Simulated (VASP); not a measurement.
# Fe (I4/mmm) in VASP: notebook

The runs below take Fe through single point, with r2SCAN.

Everything below comes from runs of VASP 6.6.1. Logs are shortened: lines on timing, memory, paths and dates and some standing lists are left out, and cuts for length are marked.

### Step 1. The cell of the first run

Symmetry: I4/mmm, No. 139, tetragonal system. The conventional cell has a = 2.838 Å, b = 2.838 Å, c = 2.905 Å, α = 90.00°, β = 90.00°, γ = 90.00°. Within 3.3 Å of Fe (site symmetry 4/mmm) lie 14 Fe at 2.48 to 2.90 Å.

### Step 2. Single point, r2SCAN, collinear spin, ferromagnetic start

File POSCAR:

```
Fe
1.0
    2.8382199674      0.0000000000      0.0000000000
    0.0000000000      2.8382199674      0.0000000000
    0.0000000000      0.0000000000      2.9046835642
Fe
2
Direct
    0.0000000000      0.0000000000      0.0000000000
    0.5000000000      0.5000000000      0.5000000000
```

File INCAR.step1:

```
ALGO = Normal ; EDIFF = 1E-4
ENCUT = 520 ; GGA = PE
ISMEAR = 1 ; ISPIN = 2
LASPH = True ; LCHARG = False
LMAXMIX = 4 ; LREAL = False
LWAVE = True ; MAGMOM = 2.4 2.4
NBANDS = 19 ; NELM = 150
PREC = Accurate ; SIGMA = 0.1
```

File INCAR.step2:

```
ALGO = Normal ; EDIFF = 1E-7
ENCUT = 520 ; ISIF = 2
ISMEAR = 1 ; ISPIN = 2
ISTART = 1 ; LASPH = True
LCHARG = False ; LMAXMIX = 4
LMIXTAU = True ; LORBIT = 11
LREAL = False ; LWAVE = False
MAGMOM = 2.4 2.4 ; METAGGA = R2SCAN
NBANDS = 19 ; NELM = 150
PREC = Accurate ; SIGMA = 0.1
```

File KPOINTS:

```
k-points
0
Gamma
  18 18 18
```

Potentials or basis: VASP PAW PBE potentials, release 64 (Fe).

Started as:

```sh
$ cat potpaw_PBE.64/Fe/POTCAR > POTCAR
$ cp INCAR.step1 INCAR
$ mpirun -np 1 vasp_std > vasp.out
$ cp INCAR.step2 INCAR
$ mpirun -np 1 vasp_std > vasp.out
```

OUTCAR:

```text
EDIFF = 1E-7
   ENCUT = 520
   ISIF = 2
   ISMEAR = 1
   ISPIN = 2
   ISTART = 1
   LASPH = True
   LORBIT = 11
   LREAL = False
   METAGGA = R2SCAN
   NELM = 150
   PREC = Accurate

 ion  position               nearest neighbor table
   1  0.000  0.000  0.000-   2 2.48   2 2.48   2 2.48   2 2.48   2 2.48   2 2.48   2 2.48   2 2.48

   2  0.500  0.500  0.500-   1 2.48   1 2.48   1 2.48   1 2.48   1 2.48   1 2.48   1 2.48   1 2.48

  LATTYP: Found a simple tetragonal cell.
 ALAT       =     2.8382199674
 C/A-ratio  =     1.0234173523

  Lattice vectors:

 A1 = (   2.8382199674,   0.0000000000,   0.0000000000)
 A2 = (   0.0000000000,   2.8382199674,   0.0000000000)
 A3 = (   0.0000000000,   0.0000000000,   2.9046835642)

Analysis of symmetry for initial positions (statically):
=====================================================================
 Subroutine PRICEL returns following result:

  LATTYP: Found a body centered tetragonal cell.
 ALAT       =     2.8382199674
 C/A-ratio  =     1.0234173523

  Lattice vectors:

 A1 = (  -1.4191099837,  -1.4191099837,  -1.4523417821)
 A2 = (   1.4191099837,   1.4191099837,  -1.4523417821)
 A3 = (   1.4191099837,  -1.4191099837,   1.4523417821)

   2 primitive cells build up your supercell.

 Routine SETGRP: Setting up the symmetry group for a
 simple tetragonal supercell.

 Subroutine GETGRP returns: Found 16 space group operations
 (whereof 16 operations were pure point group operations)
 out of a pool of 16 trial point group operations.

The static configuration has the point symmetry D_4h.

Analysis of symmetry for dynamics (positions and initial velocities):
=====================================================================
 Subroutine PRICEL returns following result:

  LATTYP: Found a body centered tetragonal cell.
 ALAT       =     2.8382199674
 C/A-ratio  =     1.0234173523

  Lattice vectors:

 A1 = (  -1.4191099837,  -1.4191099837,  -1.4523417821)
 A2 = (   1.4191099837,   1.4191099837,  -1.4523417821)
 A3 = (   1.4191099837,  -1.4191099837,   1.4523417821)

   2 primitive cells build up your supercell.

 Routine SETGRP: Setting up the symmetry group for a
 simple tetragonal supercell.

 Subroutine GETGRP returns: Found 16 space group operations
 (whereof 16 operations were pure point group operations)
 out of a pool of 16 trial point group operations.

The dynamic configuration has the point symmetry D_4h.

Analysis of structural, dynamic, and magnetic symmetry:
=====================================================================
 Subroutine PRICEL returns following result:

  LATTYP: Found a body centered tetragonal cell.
 ALAT       =     2.8382199674
 C/A-ratio  =     1.0234173523

  Lattice vectors:

 A1 = (  -1.4191099837,  -1.4191099837,  -1.4523417821)
 A2 = (   1.4191099837,   1.4191099837,  -1.4523417821)
 A3 = (   1.4191099837,  -1.4191099837,   1.4523417821)

   2 primitive cells build up your supercell.

 Routine SETGRP: Setting up the symmetry group for a
 simple tetragonal supercell.

 Subroutine GETGRP returns: Found 16 space group operations
 (whereof 16 operations were pure point group operations)
 out of a pool of 16 trial point group operations.

The overall configuration has the point symmetry D_4h.

 Subroutine INISYM returns: Found 16 space group operations
 (whereof 16 operations are pure point group operations),
 and found     2 'primitive' translations

----------------------------------------------------------------------------------------

                                     Primitive cell

  volume of cell :      11.6993

  direct lattice vectors                    reciprocal lattice vectors
    -1.419109984 -1.419109984 -1.452341782     0.000000000 -0.352333509 -0.344271580
     1.419109984  1.419109984 -1.452341782     0.352333509  0.000000000 -0.344271580
     1.419109984 -1.419109984  1.452341782     0.352333509 -0.352333509  0.000000000

  length of vectors
     2.477305581  2.477305581  2.477305581     0.492607168  0.492607168  0.498274827

  position of ions in fractional coordinates (direct lattice)
     0.000000000  0.000000000  0.000000000

  ion indices of the primitive-cell ions
   primitive index   ion index
                 1           1

----------------------------------------------------------------------------------------

 KPOINTS: k-points

Automatic generation of k-mesh.
 Grid dimensions read from file:
 generate k-points for:   18   18   18

 Generating k-lattice:

  Cartesian coordinates                     Fractional coordinates (reciprocal lattice)
     0.019574084  0.000000000  0.000000000     0.055555556  0.000000000  0.000000000
     0.000000000  0.019574084  0.000000000     0.000000000  0.055555556  0.000000000
     0.000000000  0.000000000  0.019126199     0.000000000  0.000000000  0.055555556

  Length of vectors
     0.019574084  0.019574084  0.019126199

  Shift w.r.t. Gamma in fractional coordinates (k-lattice)
     0.000000000  0.000000000  0.000000000

 Subroutine IBZKPT returns following result:
 ===========================================

 Found    550 irreducible k-points:

 Following reciprocal coordinates:
            Coordinates               Weight
  0.000000  0.000000  0.000000      1.000000
  0.055556  0.000000  0.000000      4.000000
  0.111111  0.000000  0.000000      4.000000
  0.166667  0.000000  0.000000      4.000000
  0.222222  0.000000  0.000000      4.000000
  0.277778  0.000000  0.000000      4.000000
[... 16 lines left out ...]
  0.277778  0.111111  0.000000      8.000000
  0.333333  0.111111  0.000000      8.000000
 [... further k-points ...]
   k-points           NKPTS =    550   k-points in BZ     NKDIM =    550   number of bands    NBANDS=     19
   number of dos      NEDOS =    301   number of ions     NIONS =      2
   total plane-waves  NPLWV =  13824
   dimension x,y,z NGX =    24 NGY =   24 NGZ =   24
   dimension x,y,z NGXF=    48 NGYF=   48 NGZF=   48
   ions per type =               2
   NGX,Y,Z   is equivalent  to a cutoff of  14.06, 14.06, 13.74 a.u.
   NGXF,Y,Z  is equivalent  to a cutoff of  28.12, 28.12, 27.47 a.u.
 SYSTEM =  unknown system
   PREC   = accura    normal or accurate (medium, high low for compatibility)
   ISTART =      1    job   : 0-new  1-cont  2-samecut
   ICHARG =      0    charge: 1-file 2-atom 10-const
   ISPIN  =      2    spin polarized calculation?
   LNONCOLLINEAR =      F non collinear calculations
   LSORBIT =      F    spin-orbit coupling
   LASPH  =      T    aspherical Exc in radial PAW
   ENCUT  =  520.0 eV  38.22 Ry    6.18 a.u.   5.28  5.28  5.40*2*pi/ulx,y,z
   NELM   =    150;   NELMIN=  2; NELMDL=  0     # of ELM steps
   EDIFF  = 0.1E-06   stopping-criterion for ELM
   LREAL  =      F    real-space projection
   EDIFFG = 0.1E-05   stopping-criterion for IOM
   NSW    =      0    number of steps for IOM
   IBRION =     -1    ionic relax: 0-MD 1-quasi-New 2-CG
   NFREE  =      0    steps in history (QN), initial steepest desc. (CG)
   ISIF   =      2    stress and relaxation
   ISYM   =      2    0-nonsym 1-usesym 2-fastsym
   POTIM  = 0.5000    time-step for ionic-motion
   TEBEG  =    0.0;   TEEND  =   0.0 temperature during run
   PSTRESS=    0.0 pullay stress
   NELECT =      16.0000    total number of electrons
   NUPDOWN=      -1.0000    fix difference up-down
   EMIN   =  10.00;   EMAX   =-10.00  energy-range for DOS
   EFERMI =   0.00;   METHOD = LEGACY
   ISMEAR =     1;   SIGMA  =   0.10  broadening in eV -4-tet -1-fermi 0-gaus
   EFERMI_NEDOS =   21; number of points for ismear=-14 and -15
   IALGO  =     38    algorithm
   IMIX   =      4    mixing-type and parameters
     AMIX     =   0.40;   BMIX     =  1.00
     AMIX_MAG =   1.60;   BMIX_MAG =  1.00
  volume/ion in A,a.u.               =      11.70        78.95
  Fermi-wavevector in a.u.,A,eV,Ry     =   1.442285  2.725524 28.302661  2.080187
  Thomas-Fermi vector in A             =   2.560823
   LORBIT       =     11    0 simple, 1 ext, 2 COOP (PROOUT), +10 PAW based schemes
   METAGGA = R2SCAN    functional components
   LHFCALC =     F    Hartree Fock is set to
   AEXX    =    0.0000 exact exchange contribution
   IVDW    =     0    specifies the selected vdW correction
   LEPSILON=     F    determine dielectric tensor
   LRPA    =     F    only Hartree local field effects (RPA)
 spin polarized calculation
 Methfessel and Paxton  Order N= 1 SIGMA  =   0.10
  energy-cutoff  :      520.00
  volume of cell :       23.40
 maximum number of plane-waves:       651
 NGX is ok and might be reduce to    24
   NGX = 11   NGY = 11   NGZ = 11

 number of electron      16.0000001 magnetization       5.2901944

 Free energy of the ion-electron system (eV)
  ---------------------------------------------------
  ext. energy  EPLUGINS =         0.00000000
  ---------------------------------------------------
  free energy    TOTEN  =       -28.71473129 eV

  energy without entropy =      -28.71465007  energy(sigma->0) =      -28.71470422

 E-fermi :   5.5277     XC(G=0): -14.0594

 val. band max:        5.5262070858   @ k =   0.4444   0.1111   0.0000
 cond. band min:       5.5284284480   @ k =   0.1111   0.0556   0.2778
 fundamental gap:      0.0022213622
 Fermi energy:         5.5277018150

 spin component 1

 k-point     1 :       0.0000    0.0000    0.0000
  band No.  band energies     occupation
      1      -2.9925      1.00000
      2       0.1848      1.00000
      3       0.2308      1.00000
      4       2.4331      1.00000
      5       2.4331      1.00000
      6       2.5273      1.00000
[... 505 lines left out ...]
      6       3.1350      1.00000
[... 11 lines left out ...]
     18      26.3722      0.00000
     19      26.4870      0.00000

 [... further k-points ...]

 spin component 2

 k-point     1 :       0.0000    0.0000    0.0000
  band No.  band energies     occupation
      1      -3.6115      1.00000
      2       2.8101      1.00000
      3       2.8498      1.00000
      4       5.8147     -0.00019
      5       5.8147     -0.00019
      6       6.0254     -0.00000
[... 505 lines left out ...]
      6       6.3712     -0.00000
[... 11 lines left out ...]
     18      27.0373      0.00000
     19      27.4282      0.00000

 [... further k-points ...]
[... 5 lines left out ...]
  --------------------------------------------------------------------------------------
  -------------------------------------------------------------------------------------
  Total        0.2166704      0.2166704     -0.0383578      0.0000000      0.0000000      0.0000000
  in kB       14.8360804     14.8360804     -2.6264734      0.0000000      0.0000000      0.0000000
  external PRESSURE =       9.0152291 kB  Pullay stress =       0.0000000 kB

 VOLUME and BASIS-vectors are now :
 -----------------------------------------------------------------------------
  energy-cutoff  :      520.00
  volume of cell :       23.40
      direct lattice vectors                 reciprocal lattice vectors
     2.838219967  0.000000000  0.000000000     0.352333509  0.000000000  0.000000000
     0.000000000  2.838219967  0.000000000     0.000000000  0.352333509  0.000000000
     0.000000000  0.000000000  2.904683564     0.000000000  0.000000000  0.344271580

 POSITION                                       TOTAL-FORCE (eV/Angst)
 -----------------------------------------------------------------------------------
      0.00000      0.00000      0.00000        -0.000000      0.000000      0.000000
      1.41911      1.41911      1.45234         0.000000     -0.000000     -0.000000
 -----------------------------------------------------------------------------------
    total drift:                                0.000000      0.000000     -0.000000

  FREE ENERGIE OF THE ION-ELECTRON SYSTEM (eV)
  ---------------------------------------------------
  free  energy   TOTEN  =       -28.7147312948 eV

  energy  without entropy=      -28.7146500715  energy(sigma->0) =      -28.71470422

 total charge

# of ion       s       p       d       tot
------------------------------------------
    1        0.481   0.555   6.175   7.211
    2        0.481   0.555   6.175   7.211
--------------------------------------------------
tot          0.962   1.110  12.351  14.423

 magnetization (x)

# of ion       s       p       d       tot
------------------------------------------
    1       -0.012  -0.117   2.841   2.712
    2       -0.012  -0.117   2.841   2.712
--------------------------------------------------
tot         -0.025  -0.234   5.682   5.424
```

It took 36 min on 1 thread of Oxide Virtual Turin-like, shared host; peak memory 0.4 GiB.

What came out:

```
Free energy                                           : -28.7147 eV
Pressure                                              : 0.9 GPa
Net moment                                            : 5.29 μB per cell
Site moments                                          : Fe +2.71 μB
Valence electrons inside the program's atomic spheres : Fe 7.21
```

Caveat: the PAW data sets were made with another functional, which shifts forces and pressure a little.

### Step 3. Single point, r2SCAN, collinear spin, ferromagnetic start

This run uses another cell than the first one, of 11.73 Å³/atom.

File POSCAR:

```
Fe
1.0
    2.8525544117      0.0000000000      0.0000000000
    0.0000000000      2.8525544117      0.0000000000
    0.0000000000      0.0000000000      2.8826567446
Fe
2
Direct
    0.0000000000      0.0000000000      0.0000000000
    0.5000000000      0.5000000000      0.5000000000
```

File INCAR.step1:

```
PREC = Accurate
ENCUT = 520
ISMEAR = 1
SIGMA = 0.1
LREAL = False
LASPH = True
NELM = 150
ISPIN = 2
MAGMOM = 2.4 2.4
LMAXMIX = 4
NBANDS = 19
GGA = PE
ALGO = Normal
EDIFF = 1E-4
LWAVE = True
LCHARG = False
```

File INCAR.step2:

```
PREC = Accurate
ENCUT = 520
EDIFF = 1E-6
ISMEAR = 1
SIGMA = 0.1
LREAL = False
LASPH = True
NELM = 150
ALGO = Normal
ISIF = 2
LWAVE = False
LCHARG = False
ISPIN = 2
MAGMOM = 2.4 2.4
LORBIT = 11
LMAXMIX = 4
METAGGA = R2SCAN
LMIXTAU = True
NBANDS = 19
ISTART = 1
```

File KPOINTS:

```
Automatic mesh
0
Gamma
  18 18 18
```

Potentials or basis: VASP PAW PBE potentials, release 64 (Fe).

Started as:

```sh
$ cat potpaw_PBE.64/Fe/POTCAR > POTCAR
$ cp INCAR.step1 INCAR
$ mpirun -np 1 vasp_std > vasp.out
$ cp INCAR.step2 INCAR
$ mpirun -np 1 vasp_std > vasp.out
```

Wall time 37 min (1 thread of Oxide Virtual Turin-like, shared host); peak memory 0.39 GiB.

Results (log left out):

```
Free energy                                           : -28.7165 eV
Pressure                                              : 0.4 GPa
Net moment                                            : 5.30 μB per cell
Site moments                                          : Fe +2.72 μB
Valence electrons inside the program's atomic spheres : Fe 7.21
```

Stress tensor (GPa, compression positive):
```
 0.68  0.00  0.00
 0.00  0.68  0.00
 0.00  0.00 -0.12
```

Levels at points of the mesh, in eV from the Fermi level:
Spin up:
| k point | band 7 | band 8 | band 9 | band 10 | band 11 | band 12 | band 13 | band 14 | band 15 | band 16 |
| --- | --- | --- | --- | --- | --- | --- | --- | --- | --- | --- |
| (0.00, 0.00, 0.00) | -1.88 | -1.83 | -0.80 | -0.77 | -0.77 | 9.72 | 10.12 | 10.12 | 15.43 | 15.67 |
| (0.50, 0.00, 0.00) | -2.60 | -2.60 | -1.94 | -1.94 | -0.35 | -0.35 | 16.83 | 16.83 | 17.20 | 17.20 |
| (0.50, 0.50, 0.00) | -1.67 | -1.67 | -0.51 | -0.51 | 0.63 | 0.63 | 7.00 | 7.00 | 18.67 | 18.67 |
| (0.00, 0.00, 0.50) | -2.58 | -2.58 | -1.94 | -1.94 | -0.47 | -0.47 | 17.09 | 17.09 | 17.09 | 17.09 |
| (0.50, 0.00, 0.50) | -1.70 | -1.70 | -0.53 | -0.53 | 0.55 | 0.55 | 6.89 | 6.89 | 18.92 | 18.92 |
| (0.50, 0.50, 0.50) | -1.68 | -1.68 | -1.64 | -1.64 | 8.44 | 8.44 | 8.44 | 8.44 | 8.50 | 8.50 |
Spin down:
```csv
k point,band 2,band 3,band 4,band 5,band 6,band 7,band 8,band 9,band 10,band 11
"(0.00, 0.00, 0.00)",-2.69,-2.68,0.33,0.33,0.42,2.52,2.62,3.11,3.11,3.12
"(0.50, 0.00, 0.00)",-4.59,-0.14,-0.14,0.59,0.59,0.68,0.68,1.69,1.69,3.43
"(0.50, 0.50, 0.00)",-3.50,-1.13,-1.13,0.07,0.07,2.47,2.47,2.87,2.87,3.42
"(0.00, 0.00, 0.50)",-4.66,-0.19,-0.19,0.67,0.67,0.67,0.67,1.74,1.74,3.33
"(0.50, 0.00, 0.50)",-3.52,-1.02,-1.02,-0.03,-0.03,2.37,2.37,2.86,2.86,3.42
"(0.50, 0.50, 0.50)",-1.61,-1.58,-1.58,-1.58,-1.58,2.91,2.91,2.92,2.92,9.68
```

Caveat: the PAW data sets were made with another functional, which shifts forces and pressure a little.
